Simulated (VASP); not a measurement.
## As: single point with PBE

Slab: As, a slab with vacuum.

```
CELL_PARAMETERS angstrom
4.80734 0.00000 0.00000
0.00000 3.63390 0.00000
0.00000 0.00000 28.27037
ATOMIC_POSITIONS crystal
As 0.07604 0.00000 0.37773
As 0.42396 0.50000 0.37773
As 0.57604 0.50000 0.29435
As 0.92396 0.00000 0.29435
```

| Item | Value |
| --- | --- |
| Program | VASP 6.6.1 |
| Task | single point |
| Functional | PBE |
| Potentials or basis | VASP PAW PBE potentials, release 64 (As) |
| Cutoff | 520 eV |
| k mesh | 4 × 6 × 1 |
| Occupations | gaussian, width 0.01 eV |
| Spin | no spin polarisation |
| Dipole correction | yes |
| Further INCAR settings | ALGO = Normal; EDIFF = 1e-06; NBANDS = 18 |

```json
{
 "Largest force": "0.405 eV/Å",
 "Band gap on the k mesh": "0.91 eV, direct"
}
```

Forces on the atoms (eV/Å):
```
As  -0.321  0.000  0.247
As   0.321  0.000  0.247
As  -0.321  0.000 -0.247
As   0.321  0.000 -0.247
```

Levels at points of the mesh, in eV from the valence-band top:
```tsv
k point	band 6	band 7	band 8	band 9	band 10	band 11	band 12	band 13	band 14	band 15
(0.00, 0.00, 0.00)	-3.70	-2.65	-1.45	-1.09	0.00	0.91	2.08	2.54	3.28	4.29
(0.50, 0.00, 0.00)	-2.66	-1.77	-1.77	-0.77	-0.77	1.60	1.60	3.14	3.14	3.30
(0.00, 0.50, 0.00)	-3.75	-2.32	-2.32	-1.74	-1.74	1.26	1.26	2.03	2.03	3.38
(0.50, 0.50, 0.00)	-4.47	-3.94	-3.94	-1.20	-1.20	2.60	2.60	4.19	4.19	5.84
```

Run time: 2.4 min on 1 thread of Intel Xeon 6975P-C, on a shared host, peak memory 0.5 GiB.
